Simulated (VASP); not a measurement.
A run of VASP 6.6.1:

The input INCAR:

```
SYSTEM = Zr2TeS
PREC = Accurate
ENCUT = 600
EDIFF = 1E-7
ISMEAR = 0
SIGMA = 0.1
LREAL = .False.
LASPH = .True.
NELM = 100
ALGO = Normal
ISIF = 3
LWAVE = .False.
LCHARG = .False.
GGA = PS
IBRION = 2
NSW = 100
EDIFFG = -0.05
```

Contents of KPOINTS:

```
Automatic mesh
0
Gamma
  6 6 6
  0 0 0
```

Contents of POSCAR:

```
Zr2TeS
1.0
    1.9387902078      1.1193610484      6.3320623031
   -1.9387902078      1.1193610484      6.3320623031
    0.0000000000     -2.2387220967      6.3320623031
Zr Te S
2 1 1
Direct
    0.2500000000      0.2500000000      0.2500000000
    0.7500000000      0.7500000000      0.7500000000
    0.0000000000      0.0000000000      0.0000000000
    0.5000000000      0.5000000000      0.5000000000
```

Potentials or basis: VASP PAW PBE potentials, release 64 (Zr_sv, Te, S).

Launch:

```bash
$ cat potpaw_PBE.64/Zr_sv/POTCAR potpaw_PBE.64/Te/POTCAR potpaw_PBE.64/S/POTCAR > POTCAR
$ mpirun -np 1 vasp_std > vasp.out
```

Hardware: 1 thread of Intel(R) Xeon(R) Platinum 8488C (Sapphire Rapids), on a shared host.

Task: Estimate the wall time of this run.

Result: Wall time 31 min on 1 thread of Intel(R) Xeon(R) Platinum 8488C (Sapphire Rapids), on a shared host, peak memory 0.45 GiB. Counts: scf iterations 151, k points 32, ion steps 15.
